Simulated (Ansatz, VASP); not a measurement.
## One calculation of Al, two programs

INCAR

```
SYSTEM = Al
PREC = Accurate
ENCUT = 520
EDIFF = 1E-6
ISMEAR = 0
SIGMA = 0.15
LREAL = .FALSE.
LASPH = .TRUE.
NELM = 60
ALGO = Normal
ISIF = 2
LWAVE = .FALSE.
LCHARG = .FALSE.
GGA = PE
NBANDS = 8
```

Contents of KPOINTS:

```
regular mesh
0
G
  20 20 20
  0 0 0
```

POSCAR

```
Al
1.0
    0.0000000000      2.0239800000      1.9936203000
    2.0239800000      0.0000000000      1.9936203000
    2.0239800000      2.0239800000      0.0000000000
Al
1
Direct
    0.0000000000      0.0000000000      0.0000000000
```

Input for Ansatz:

```yaml
crystal:
  lattice:
    - [0.0, 2.02398, 1.9936203]
    - [2.02398, 0.0, 1.9936203]
    - [2.02398, 2.02398, 0.0]
  atoms:
    - { symbol: Al, position: [0.0, 0.0, 0.0] }
basis:
  ecutwfc: 420
kpoints:
  mp_grid: { grid: [20, 20, 20] }
hamiltonian:
  xc: pbe
scf:
  occupations: { method: gaussian, width: 0.15 }
output:
  forces: true
  stress: true
  eigenvalues: true
```

Change from the starting cell: strain -0.0150 x Voigt [0, 0, 1, 0, 0, 0], atoms carried along.

Alike in both runs: task single point; functional PBE; k mesh 20 × 20 × 20; occupations gaussian, width 0.15 eV; no spin polarisation.

|  | VASP | Ansatz |
| --- | --- | --- |
| version | VASP 6.6.1 | Ansatz 0.2.0 |
| potentials or method | VASP PAW PBE potentials, release 64 (Al), cutoff 520 eV | scalar-relativistic, plane waves, PAW |
| valence electrons in the cell | 3 | 3 |

```csv
,VASP,Ansatz,Ansatz less VASP
gap on the k mesh at the Fermi level (eV),none,none,-
pressure (GPa),0.7,0.8,+0.04
"traceless stress, the component that is largest in VASP (GPa)",0.13,0.14,+0.004
```

A gap of «none» marks a metal or a gap that the smearing closes.
